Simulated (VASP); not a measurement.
# VN (Fm-3m) in VASP: a series of runs, part 2 of 2

VASP 6.6.1. The steps go on from the part before.

**3. Single point, PBE**

This run uses another cell than the first one, of 8.71 Å³/atom.

INCAR

```
SYSTEM = VN
ALGO = Normal
EDIFF = 1E-6
ENCUT = 600
GGA = PE
GGA_COMPAT = .FALSE.
ISIF = 2
ISMEAR = 0
LASPH = .TRUE.
LCHARG = .FALSE.
LREAL = .FALSE.
LWAVE = .FALSE.
NBANDS = 16
NELM = 120
PREC = Accurate
SIGMA = 0.1
```

KPOINTS

```
k-points
0
G
  8 8 8
  0 0 0
```

POSCAR

```
VN
1.0
    0.0000000000      2.0578656449      2.0578656449
    2.0578656449      0.0000000000      2.0578656449
    2.0578656449      2.0578656449      0.0000000000
V N
1 1
Direct
    0.0000000000      0.0000000000      0.0000000000
    0.5000000000      0.5000000000      0.5000000000
```

Potentials or basis: VASP PAW PBE potentials, release 64 (V_sv, N).

The run is started by

```bash
$ cat potpaw_PBE.64/V_sv/POTCAR potpaw_PBE.64/N/POTCAR > POTCAR
$ mpirun -np 1 vasp_std > vasp.out
```

OUTCAR:

```text
SYSTEM = VN
   EDIFF = 1E-6
   ENCUT = 600
   GGA = PE
   ISIF = 2
   ISMEAR = 0
   LASPH = .TRUE.
   LREAL = .FALSE.
   NELM = 120
   PREC = Accurate

 ion  position               nearest neighbor table
   1  0.000  0.000  0.000-   2 2.06   2 2.06   2 2.06   2 2.06   2 2.06   2 2.06
   2  0.500  0.500  0.500-   1 2.06   1 2.06   1 2.06   1 2.06   1 2.06   1 2.06

  LATTYP: Found a face centered cubic cell.
 ALAT       =     4.1157312898

  Lattice vectors:

 A1 = (   0.0000000000,   2.0578656449,   2.0578656449)
 A2 = (   2.0578656449,   0.0000000000,   2.0578656449)
 A3 = (   2.0578656449,   2.0578656449,   0.0000000000)

Analysis of symmetry for initial positions (statically):
=====================================================================
 Subroutine PRICEL returns:
 Original cell was already a primitive cell.

 Routine SETGRP: Setting up the symmetry group for a
 face centered cubic supercell.

 Subroutine GETGRP returns: Found 48 space group operations
 (whereof 48 operations were pure point group operations)
 out of a pool of 48 trial point group operations.

The static configuration has the point symmetry O_h .

Analysis of symmetry for dynamics (positions and initial velocities):
=====================================================================
 Subroutine PRICEL returns:
 Original cell was already a primitive cell.

 Routine SETGRP: Setting up the symmetry group for a
 face centered cubic supercell.

 Subroutine GETGRP returns: Found 48 space group operations
 (whereof 48 operations were pure point group operations)
 out of a pool of 48 trial point group operations.

The dynamic configuration has the point symmetry O_h .

 Subroutine INISYM returns: Found 48 space group operations
 (whereof 48 operations are pure point group operations),
 and found     1 'primitive' translations

----------------------------------------------------------------------------------------

                                     Primitive cell

  volume of cell :      17.4293

  direct lattice vectors                    reciprocal lattice vectors
     0.000000000  2.057865645  2.057865645    -0.242970187  0.242970187  0.242970187
     2.057865645  0.000000000  2.057865645     0.242970187 -0.242970187  0.242970187
     2.057865645  2.057865645  0.000000000     0.242970187  0.242970187 -0.242970187

  length of vectors
     2.910261505  2.910261505  2.910261505     0.420836708  0.420836708  0.420836708

  position of ions in fractional coordinates (direct lattice)
     0.000000000  0.000000000  0.000000000
     0.500000000  0.500000000  0.500000000

  ion indices of the primitive-cell ions
   primitive index   ion index
                 1           1
                 2           2

----------------------------------------------------------------------------------------

 KPOINTS: k-points

Automatic generation of k-mesh.
 Grid dimensions read from file:
 generate k-points for:    8    8    8

 Generating k-lattice:

  Cartesian coordinates                     Fractional coordinates (reciprocal lattice)
    -0.030371273  0.030371273  0.030371273     0.125000000  0.000000000  0.000000000
     0.030371273 -0.030371273  0.030371273     0.000000000  0.125000000  0.000000000
     0.030371273  0.030371273 -0.030371273     0.000000000  0.000000000  0.125000000

  Length of vectors
     0.052604589  0.052604589  0.052604589

  Shift w.r.t. Gamma in fractional coordinates (k-lattice)
     0.000000000  0.000000000  0.000000000

 Subroutine IBZKPT returns following result:
 ===========================================

 Found     29 irreducible k-points:

 Following reciprocal coordinates:
            Coordinates               Weight
  0.000000  0.000000  0.000000      1.000000
  0.125000  0.000000  0.000000      8.000000
  0.250000  0.000000  0.000000      8.000000
  0.375000  0.000000  0.000000      8.000000
  0.500000  0.000000  0.000000      4.000000
  0.125000  0.125000  0.000000      6.000000
[... 16 lines left out ...]
  0.500000  0.250000  0.125000     48.000000
 -0.375000  0.250000  0.125000     24.000000
 [... further k-points ...]
   k-points           NKPTS =     29   k-points in BZ     NKDIM =     29   number of bands    NBANDS=     16
   number of dos      NEDOS =    301   number of ions     NIONS =      2
   total plane-waves  NPLWV =  13824
   dimension x,y,z NGX =    24 NGY =   24 NGZ =   24
   dimension x,y,z NGXF=    48 NGYF=   48 NGZF=   48
   ions per type =               1   1
   NGX,Y,Z   is equivalent  to a cutoff of  13.71, 13.71, 13.71 a.u.
   NGXF,Y,Z  is equivalent  to a cutoff of  27.42, 27.42, 27.42 a.u.
 SYSTEM =  VN
   PREC   = accura    normal or accurate (medium, high low for compatibility)
   ISTART =      0    job   : 0-new  1-cont  2-samecut
   ICHARG =      2    charge: 1-file 2-atom 10-const
   ISPIN  =      1    spin polarized calculation?
   LNONCOLLINEAR =      F non collinear calculations
   LSORBIT =      F    spin-orbit coupling
   LASPH  =      T    aspherical Exc in radial PAW
   ENCUT  =  600.0 eV  44.10 Ry    6.64 a.u.   5.81  5.81  5.81*2*pi/ulx,y,z
   NELM   =    120;   NELMIN=  2; NELMDL= -5     # of ELM steps
   EDIFF  = 0.1E-05   stopping-criterion for ELM
   LREAL  =      F    real-space projection
   EDIFFG = 0.1E-04   stopping-criterion for IOM
   NSW    =      0    number of steps for IOM
   IBRION =     -1    ionic relax: 0-MD 1-quasi-New 2-CG
   NFREE  =      0    steps in history (QN), initial steepest desc. (CG)
   ISIF   =      2    stress and relaxation
   ISYM   =      2    0-nonsym 1-usesym 2-fastsym
   POTIM  = 0.5000    time-step for ionic-motion
   TEBEG  =    0.0;   TEEND  =   0.0 temperature during run
   PSTRESS=    0.0 pullay stress
   NELECT =      18.0000    total number of electrons
   NUPDOWN=      -1.0000    fix difference up-down
   EMIN   =  10.00;   EMAX   =-10.00  energy-range for DOS
   EFERMI =   0.00;   METHOD = LEGACY
   ISMEAR =     0;   SIGMA  =   0.10  broadening in eV -4-tet -1-fermi 0-gaus
   EFERMI_NEDOS =   21; number of points for ismear=-14 and -15
   IALGO  =     38    algorithm
   IMIX   =      4    mixing-type and parameters
     AMIX     =   0.40;   BMIX     =  1.00
     AMIX_MAG =   1.60;   BMIX_MAG =  1.00
  volume/ion in A,a.u.               =       8.71        58.81
  Fermi-wavevector in a.u.,A,eV,Ry     =   1.654774  3.127069 37.256514  2.738277
  Thomas-Fermi vector in A             =   2.742984
   LORBIT       =      0    0 simple, 1 ext, 2 COOP (PROOUT), +10 PAW based schemes
   GGA     = PE    functional components
   LHFCALC =     F    Hartree Fock is set to
   AEXX    =    0.0000 exact exchange contribution
   IVDW    =     0    specifies the selected vdW correction
   LEPSILON=     F    determine dielectric tensor
   LRPA    =     F    only Hartree local field effects (RPA)
 non-spin polarized calculation
 Gauss-broadening in eV      SIGMA  =   0.10
  energy-cutoff  :      600.00
  volume of cell :       17.43
 maximum number of plane-waves:       604
   NGX = 11   NGY = 11   NGZ = 11

 number of electron      18.0000005 magnetization

 Free energy of the ion-electron system (eV)
  ---------------------------------------------------
  ext. energy  EPLUGINS =         0.00000000
  ---------------------------------------------------
  free energy    TOTEN  =       -19.30466596 eV

  energy without entropy =      -19.29185473  energy(sigma->0) =      -19.29826035

 E-fermi :  12.0721     XC(G=0): -13.6285

 val. band max:       12.0324106423   @ k =   0.2500   0.0000   0.0000
 cond. band min:      12.0876524410   @ k =  -0.3750   0.2500   0.0000
 fundamental gap:      0.0552417988
 Fermi energy:        12.0721243047

 k-point     1 :       0.0000    0.0000    0.0000
  band No.  band energies     occupation
      1     -53.4029      2.00000
      2     -27.0348      2.00000
      3     -27.0348      2.00000
      4     -27.0348      2.00000
      5      -5.9692      2.00000
      6       9.7961      2.00000
[... 8 lines left out ...]
     15      26.0691      0.00000
     16      31.9429      0.00000

 k-point     2 :       0.1250    0.0000    0.0000
  band No.  band energies     occupation
      1     -53.3921      2.00000
      2     -27.1103      2.00000
      3     -27.0418      2.00000
      4     -27.0418      2.00000
      5      -5.6537      2.00000
      6       8.1801      2.00000
[... 8 lines left out ...]
     15      25.8907      0.00000
     16      31.5169      0.00000
[... 387 lines left out ...]
      5      -3.7592      2.00000
      6       4.3741      2.00000
[... 8 lines left out ...]
     15      24.7617      0.00000
     16      26.1654      0.00000

 k-point    24 :      -0.3750    0.2500    0.1250
  band No.  band energies     occupation
      1     -53.3161      2.00000
      2     -27.4550      2.00000
      3     -27.2073      2.00000
      4     -27.1242      2.00000
      5      -3.4752      2.00000
      6       4.0911      2.00000
[... 8 lines left out ...]
     15      25.0922      0.00000
     16      25.9421      0.00000

 [... further k-points ...]
[... 5 lines left out ...]
  --------------------------------------------------------------------------------------
  -------------------------------------------------------------------------------------
  Total        0.0863469      0.0863469      0.0863469      0.0000000     -0.0000000      0.0000000
  in kB        7.9373634      7.9373634      7.9373634      0.0000000     -0.0000000      0.0000000
  external PRESSURE =       7.9373634 kB  Pullay stress =       0.0000000 kB

 VOLUME and BASIS-vectors are now :
 -----------------------------------------------------------------------------
  energy-cutoff  :      600.00
  volume of cell :       17.43
      direct lattice vectors                 reciprocal lattice vectors
     0.000000000  2.057865645  2.057865645    -0.242970187  0.242970187  0.242970187
     2.057865645  0.000000000  2.057865645     0.242970187 -0.242970187  0.242970187
     2.057865645  2.057865645  0.000000000     0.242970187  0.242970187 -0.242970187

 POSITION                                       TOTAL-FORCE (eV/Angst)
 -----------------------------------------------------------------------------------
      0.00000      0.00000      0.00000        -0.000000     -0.000000     -0.000000
      2.05787      2.05787      2.05787         0.000000      0.000000      0.000000
 -----------------------------------------------------------------------------------
    total drift:                                0.000000     -0.000000     -0.000000

  FREE ENERGIE OF THE ION-ELECTRON SYSTEM (eV)
  ---------------------------------------------------
  free  energy   TOTEN  =       -19.3046659643 eV

  energy  without entropy=      -19.2918547346  energy(sigma->0) =      -19.29826035
```

OSZICAR:

```text
N       E                     dE             d eps       ncg     rms          rms(c)
DAV:   1     0.151807294854E+03    0.15181E+03   -0.10613E+04   936   0.142E+03
DAV:   2    -0.194180418443E+02   -0.17123E+03   -0.16369E+03  1080   0.392E+02
DAV:   3    -0.245991393293E+02   -0.51811E+01   -0.51515E+01   976   0.742E+01
DAV:   4    -0.246270469408E+02   -0.27908E-01   -0.27904E-01  1200   0.600E+00
DAV:   5    -0.246272451328E+02   -0.19819E-03   -0.19819E-03   952   0.493E-01    0.295E+01
DAV:   6    -0.204331220797E+02    0.41941E+01   -0.22179E+01  1160   0.598E+01    0.956E+00
DAV:   7    -0.194533407805E+02    0.97978E+00   -0.65203E+00  1064   0.294E+01    0.934E+00
DAV:   8    -0.193442565308E+02    0.10908E+00   -0.81534E-01   936   0.119E+01    0.175E+00
DAV:   9    -0.193051036847E+02    0.39153E-01   -0.91411E-02  1000   0.410E+00    0.297E-01
DAV:  10    -0.193048466979E+02    0.25699E-03   -0.65853E-03   960   0.873E-01    0.306E-01
DAV:  11    -0.193046662683E+02    0.18043E-03   -0.63123E-04   952   0.289E-01    0.890E-02
DAV:  12    -0.193046667604E+02   -0.49204E-06   -0.51519E-05   992   0.730E-02    0.201E-02
DAV:  13    -0.193046659643E+02    0.79606E-06   -0.20301E-06   952   0.152E-02
   1 F= -.19304666E+02 E0= -.19298260E+02  d E =-.128112E-01
```

stdout:

```text
POSCAR found type information on POSCAR V N
 POSCAR found :  2 types and       2 ions
 scaLAPACK will be used
 LDA part: xc-table for (Slater+PW92), standard interpolation
 POSCAR, INCAR and KPOINTS ok, starting setup
 FFT: planning ... GRIDC
 FFT: planning ... GRID_SOFT
 FFT: planning ... GRID
 WAVECAR not read
 entering main loop
```

Run time: 12 s. Hardware: 1 thread of Intel Xeon 8259CL, shared host; peak memory 0.14 GiB.

What came out:

* Free energy: -19.3047 eV
* Pressure: 0.8 GPa
* Band gap on the k mesh: zero (bands 9 and 10 overlap by 2.14 eV)

Levels at points of the mesh, in eV from the Fermi level:
```csv
k point,band 5,band 6,band 7,band 8,band 9,band 10,band 11,band 12,band 13,band 14
"(0.00, 0.00, 0.00)",-18.04,-2.28,-2.28,-2.28,-1.58,-1.58,-1.58,-0.51,-0.51,5.98
"(0.50, 0.00, 0.00)",-15.31,-8.97,-6.15,-6.15,0.55,0.55,1.43,4.98,4.98,6.22
"(0.50, 0.50, 0.00)",-16.24,-6.72,-3.88,-3.71,-3.71,0.47,1.18,1.18,2.67,10.42
```

Caveat: the run has no spin polarisation, though such a crystal can be magnetic. With open d or f shells a metallic result of PBE can be an artefact of self-interaction; +U or a hybrid may open a gap.

**4. Relaxation of cell and atoms, PBE**

INCAR

```
PREC = Accurate
ENCUT = 600
EDIFF = 1E-7
ISMEAR = 0
SIGMA = 0.1
LREAL = F
LASPH = T
NELM = 120
ALGO = Normal
ISIF = 3
LWAVE = F
LCHARG = F
GGA = PE
IBRION = 2
NSW = 100
EDIFFG = -0.05
GGA_COMPAT = F
NELMIN = 4
```

KPOINTS

```
regular mesh
0
Gamma
  8 8 8
```

POSCAR

```
VN
1.0
    0.0000000000      2.0400000000      2.0400000000
    2.0400000000      0.0000000000      2.0400000000
    2.0400000000      2.0400000000      0.0000000000
V N
1 1
Direct
    0.0000000000      0.0000000000      0.0000000000
    0.5000000000      0.5000000000      0.5000000000
```

Potentials or basis: VASP PAW PBE potentials, release 64 (V_sv, N).

The run is started by

```bash
$ cat potpaw_PBE.64/V_sv/POTCAR potpaw_PBE.64/N/POTCAR > POTCAR
$ mpirun -np 1 vasp_std > vasp.out
```

OUTCAR:

```text
PREC = Accurate
   ENCUT = 600
   EDIFF = 1E-7
   ISMEAR = 0
   LREAL = F
   LASPH = T
   NELM = 120
   ISIF = 3
   GGA = PE
   IBRION = 2
   NSW = 100
   EDIFFG = -0.05
   NELMIN = 4

 ion  position               nearest neighbor table
   1  0.000  0.000  0.000-   2 2.04   2 2.04   2 2.04   2 2.04   2 2.04   2 2.04
   2  0.500  0.500  0.500-   1 2.04   1 2.04   1 2.04   1 2.04   1 2.04   1 2.04

  LATTYP: Found a face centered cubic cell.
 ALAT       =     4.0800000000

  Lattice vectors:

 A1 = (   0.0000000000,   2.0400000000,   2.0400000000)
 A2 = (   2.0400000000,   0.0000000000,   2.0400000000)
 A3 = (   2.0400000000,   2.0400000000,   0.0000000000)

Analysis of symmetry for initial positions (statically):
=====================================================================
 Subroutine PRICEL returns:
[... 259 lines left out ...]
 Fermi energy:        12.0217816135

 k-point     1 :       0.0000    0.0000    0.0000
  band No.  band energies     occupation
      1     -53.4528      2.00000
      2     -27.0862      2.00000
      3     -27.0862      2.00000
      4     -27.0862      2.00000
      5      -5.9926      2.00000
      6       9.7544      2.00000
      7       9.7544      2.00000
      8       9.7544      2.00000
      9      10.4452      2.00000
     10      10.4452      2.00000
     11      10.4452      2.00000
     12      11.5098      2.00000
     13      11.5098      2.00000
[... 354 lines left out ...]
  band No.  band energies     occupation
      1     -53.3672      2.00000
      2     -27.5013      2.00000
      3     -27.2568      2.00000
      4     -27.1746      2.00000
      5      -3.5091      2.00000
      6       4.0642      2.00000
      7       5.8412      2.00000
      8       6.2424      2.00000
      9      12.1003      0.26654
     10      12.3847      0.00000
     11      13.2311      0.00000
     12      15.3861      0.00000
     13      16.0317      0.00000

 [... further k-points ...]
[... 5 lines left out ...]
  --------------------------------------------------------------------------------------
  -------------------------------------------------------------------------------------
  Total       -0.0140242     -0.0140242     -0.0140242      0.0000000      0.0000000      0.0000000
  in kB       -1.2850171     -1.2850171     -1.2850171      0.0000000      0.0000000      0.0000000
  external PRESSURE =      -1.2850171 kB  Pullay stress =       0.0000000 kB
[... 17 lines left out ...]
  FREE ENERGIE OF THE ION-ELECTRON SYSTEM (eV)
  ---------------------------------------------------
  free  energy   TOTEN  =       -19.3038770155 eV

  energy  without entropy=      -19.2910395996  energy(sigma->0) =      -19.29745831

 reached required accuracy - stopping structural energy minimisation
```

Run time: 42 s. Hardware: 1 thread of Intel Xeon 8259CL, shared host; peak memory 0.14 GiB.

Results:

* Free energy: -19.3039 eV
* Relaxed volume: 8.74 Å³/atom
* Relaxed cell: a = 2.913 Å, b = 2.913 Å, c = 2.913 Å, α = 60.00°, β = 60.00°, γ = 60.00°
* Space group after relaxing (to 0.1 Å): Fm-3m (No. 225)
* Energy gained by relaxing: 7.4 meV/atom
* Ionic steps: 3
* Pressure after relaxing: -0.1 GPa

The path:
```tsv
step	energy change (eV)	largest force (eV/Å)	pressure (GPa)	volume (Å³)
1	0.0000	0.0000	9.68	16.98
2	0.0177	0.0000	-12.62	18.27
3	-0.0147	0.0000	-0.13	17.49
```

Final structure:
```cif
data_structure
_symmetry_space_group_name_H-M 'P 1'
_symmetry_Int_Tables_number 1
_cell_length_a 2.9134
_cell_length_b 2.9134
_cell_length_c 2.9134
_cell_angle_alpha 60.000
_cell_angle_beta 60.000
_cell_angle_gamma 60.000
_cell_volume 17.49
loop_
_atom_site_label
_atom_site_type_symbol
_atom_site_fract_x
_atom_site_fract_y
_atom_site_fract_z
_atom_site_occupancy
V1 V 0.00000 0.00000 0.00000 1
N1 N 0.50000 0.50000 0.50000 1
```

Levels at points of the mesh, in eV from the Fermi level:
```csv
k point,band 6,band 7,band 8,band 9,band 10,band 11,band 12,band 13
"(0.00, 0.00, 0.00)",-2.27,-2.27,-2.27,-1.58,-1.58,-1.58,-0.51,-0.51
"(0.50, 0.00, 0.00)",-8.94,-6.13,-6.13,0.55,0.55,1.42,4.96,4.96
"(0.50, 0.50, 0.00)",-6.71,-3.86,-3.70,-3.70,0.46,1.17,1.17,2.65
```

Caveat: the highest band is partly filled, so the run has too few bands; the run has no spin polarisation, though such a crystal can be magnetic.

**5. The runs side by side**

```csv
task,cell,gap on the mesh (eV),pressure (GPa)
single point,"a = 2.885 Å, angles 60.0°, 2 atoms",none,9.6
single point,"a = 2.910 Å, angles 60.0°, 2 atoms",none,0.8
relaxation of cell and atoms,"relaxed from a = 2.885 Å, angles 60.0°, 2 atoms",-,-0.1
```

Alike in all rows: level PBE; potentials or basis VASP PAW PBE potentials, release 64 (V_sv, N); no spin polarisation; k mesh 8 × 8 × 8; cutoff (eV) 600; smearing gaussian 0.1 eV.

Caveats: the run has no spin polarisation, though such a crystal can be magnetic; the cell stands under pressure (at least some runs); the highest band is partly filled, so the run has too few bands (at least some runs).

Total energies depend on the potentials used, so only differences within one code and one set of settings carry meaning.
